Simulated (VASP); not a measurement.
**Hf: single point with revPBE+D3(BJ)**

Crystal: Hf.

```
Hf
1.0
     0.00000    2.26411    2.26411
     2.26411    0.00000    2.26411
     2.26411    2.26411    0.00000
Hf
1
Direct
  0.00000 0.00000 0.00000
```

This isn't the form of Hf at room conditions, which is hcp.

```yaml
Program: VASP 6.6.1
Task: single point
Functional: revPBE
Dispersion: D3(BJ)
Potentials_or_basis: VASP PAW PBE potentials, release 64 (Hf_pv)
Cutoff: 520 eV
k_mesh: 10 × 10 × 10
Occupations: fermi-dirac, width 0.1 eV
Spin: no spin polarisation
```

```yaml
Pressure: -6.6 GPa
Band_gap_on_the_k_mesh: zero (bands 5 and 6 overlap by 1.79 eV)
Dispersion_energy_per_atom: -0.757 eV
```

Levels at points of the mesh, in eV from the Fermi level:
```tsv
k point	band 1	band 2	band 3	band 4	band 5	band 6	band 7	band 8	band 9	band 10
(0.00, 0.00, 0.00)	-30.18	-30.18	-30.18	-7.08	1.40	1.40	1.40	4.07	4.07	11.15
(0.50, 0.00, 0.00)	-30.89	-30.27	-30.27	-3.52	0.44	1.20	1.20	6.07	6.07	8.95
(0.50, 0.50, 0.00)	-30.85	-30.44	-30.44	-3.10	-1.99	2.31	6.09	6.65	6.65	9.58
```

It took 6.8 s on 1 thread of AMD EPYC 9R45 (Zen 5) (shared host), peak memory 0.12 GiB.

Caveat: three body term missing; the cell stands under tension; the PAW data sets were made with another functional, which shifts forces and pressure a little; spin-orbit coupling is left out, which moves the levels of the heavy elements.
